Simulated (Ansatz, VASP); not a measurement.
**AgI: VASP beside Ansatz**

```
Ag I
1.0
     4.41833    0.00000    0.00000
    -2.20916    3.82638    0.00000
     0.00000    0.00000    7.21933
Ag I
2 2
Direct
  0.33333 0.66667 0.00029
  0.66667 0.33333 0.50029
  0.33333 0.66667 0.37471
  0.66667 0.33333 0.87471
```

Change from the starting cell: hydrostatic strain -5.0%.

Alike in both runs: task single point; functional PBE; k mesh 6 × 6 × 4; occupations fermi-dirac, width 0.02 eV; no spin polarisation.

```csv
,VASP,Ansatz
version,VASP 6.6.1,Ansatz 0.2.0
potentials or method,"VASP PAW PBE potentials, release 64 (Ag, I)","plane waves, PAW"
plane-wave cutoff (eV),500,420
valence electrons in the cell,36,72
```

Ansatz gave:

```
gap on the k mesh at the Fermi level (eV)                     : 1.39
pressure (GPa)                                                : 7.3
traceless stress, the component that is largest in VASP (GPa) : 0.18
rms of the force components (eV/Å)                            : 0.004
```

**Question.** Which values does VASP return?

**Answer.** gap on the k mesh at the Fermi level (eV): 1.39; pressure (GPa): 7.3; traceless stress, the component that is largest in VASP (GPa): 0.18; rms of the force components (eV/Å): 0.003.

Atom by atom the forces differ by 0.000 eV/Å (rms over components). The functional is the same, so the differences come from potentials, cutoffs and numerics. VASP's potentials hold 36 valence electrons a cell and Ansatz's 72, so a difference there can come from the potentials and not from the codes.

Neither program's run includes spin-orbit coupling.
